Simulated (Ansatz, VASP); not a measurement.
## Two plane-wave programs on Ta4C3

INCAR

```
SYSTEM = Ta4C3
  PREC = Accurate
  ENCUT = 520
  EDIFF = 1E-6
  ISMEAR = 0
  SIGMA = 0.15
  LREAL = .False.
  LASPH = .True.
  NELM = 80
  ALGO = Normal
  ISIF = 2
  LWAVE = .False.
  LCHARG = .True.
  GGA = PS
  LELF = .True.
  LVHAR = .True.
  NBANDS = 37
```

File KPOINTS:

```
regular mesh
0
Gamma
  14 14 4
  0 0 0
```

POSCAR

```
Ta4C3
1.0
   -3.1032734570      0.0000000000      0.0000000000
   -1.5516367285     -2.6875136487      0.0000000000
    1.1638827101      0.6719679960     10.1645109918
Ta C
4 3
Direct
    0.3575979669      0.3575979669      0.1893666186
    0.5459401215      0.5459401215      0.9426348013
    0.1514660090      0.1514660090      0.6981042887
    0.7567089931      0.7567089931      0.4524423133
    0.4545268633      0.4545268633      0.5770305159
    0.9912438832      0.9912438832      0.0573012258
    0.0576449956      0.0576449956      0.3228702664
```

Input for Ansatz:

```yaml
crystal:
  lattice:
    - [-3.103273457, 0.0, 0.0]
    - [-1.5516367285, -2.6875136487, 0.0]
    - [1.1638827101, 0.671967996, 10.1645109918]
  atoms:
    - { symbol: Ta, position: [0.3575979669, 0.3575979669, 0.1893666186] }
    - { symbol: Ta, position: [0.5459401215, 0.5459401215, 0.9426348013] }
    - { symbol: Ta, position: [0.151466009, 0.151466009, 0.6981042887] }
    - { symbol: Ta, position: [0.7567089931, 0.7567089931, 0.4524423133] }
    - { symbol: C, position: [0.4545268633, 0.4545268633, 0.5770305159] }
    - { symbol: C, position: [0.9912438832, 0.9912438832, 0.0573012258] }
    - { symbol: C, position: [0.0576449956, 0.0576449956, 0.3228702664] }
basis:
  ecutwfc: 420
kpoints:
  mp_grid: { grid: [14, 14, 4] }
hamiltonian:
  xc: pbesol
scf:
  occupations: { method: gaussian, width: 0.15 }
output:
  forces: true
  stress: true
  eigenvalues: true
```

Alike in both runs: task single point; functional PBEsol; k mesh 14 × 14 × 4; occupations gaussian, width 0.15 eV; no spin polarisation.

|  | VASP | Ansatz |
| --- | --- | --- |
| version | VASP 6.6.1 | Ansatz 0.2.0 |
| potentials or method | VASP PAW PBE potentials, release 64 (Ta_pv, C), cutoff 520 eV | scalar-relativistic, plane waves, PAW |
| valence electrons in the cell | 56 | 64 |

|  | VASP | Ansatz | Ansatz less VASP |
| --- | --- | --- | --- |
| gap on the k mesh at the Fermi level (eV) | none | none | - |
| pressure (GPa) | 4.7 | 3.9 | -0.76 |
| traceless stress, the component that is largest in VASP (GPa) | 6.01 | 5.98 | -0.030 |
| rms of the force components (eV/Å) | 1.068 | 1.054 | -0.0137 |

VASP's potentials were made for PBE, not for PBEsol. Atom by atom the forces differ by 0.020 eV/Å (rms over components). A gap of «none» marks a metal or a gap that the smearing closes. VASP's potentials hold 56 valence electrons a cell and Ansatz's 64, so a difference there can come from the potentials and not from the codes.

Neither program's run includes spin-orbit coupling.
